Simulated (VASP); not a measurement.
LiY3, 4 atoms in the cell. Symmetry: Fm-3m, No. 225, cubic system. Conventional cell: a = 7.978 Å, b = 7.978 Å, c = 7.978 Å, α = 90.00°, β = 90.00°, γ = 90.00°. Within 4.5 Å of Li (site symmetry m-3m) lie 14 Y at 3.45 to 3.99 Å. Within 4.5 Å of Y (site symmetry -43m) lie 4 Li at 3.45 Å and 10 Y at 3.45 to 3.99 Å. Y (site symmetry m-3m) has 8 Y at 3.45 Å and 6 Li at 3.99 Å within 4.5 Å. 

```yaml
Program: VASP 6.6.1
Task: single point
Functional: r2SCAN
Potentials_or_basis: VASP PAW PBE potentials, release 64 (Li_sv, Y_sv)
Cutoff: 520 eV
k_mesh: 5 × 5 × 5
Occupations: fermi-dirac, width 0.1 eV
Spin: no spin polarisation
Dipole_correction: no
Further_INCAR_settings: ALGO = Normal; EDIFF = 1e-06; NBANDS = 26
```

Potentials or basis: VASP PAW PBE potentials, release 64 (Li_sv, Y_sv).

Run with:

```console
$ cat potpaw_PBE.64/Li_sv/POTCAR potpaw_PBE.64/Y_sv/POTCAR > POTCAR
$ cp INCAR.step1 INCAR
$ mpirun -np 1 vasp_std > vasp.out
$ cp INCAR.step2 INCAR
$ mpirun -np 1 vasp_std > vasp.out
```

Hardware: 1 thread of AMD EPYC 7R43 64-Core Processor (Zen 3), with other jobs on the host.

**Question.** Estimate the wall time of this run.

**Answer.** Wall time 5.5 min on 1 thread of AMD EPYC 7R43 64-Core Processor (Zen 3), on a shared host, peak memory 0.25 GiB. Counts: k points 10.
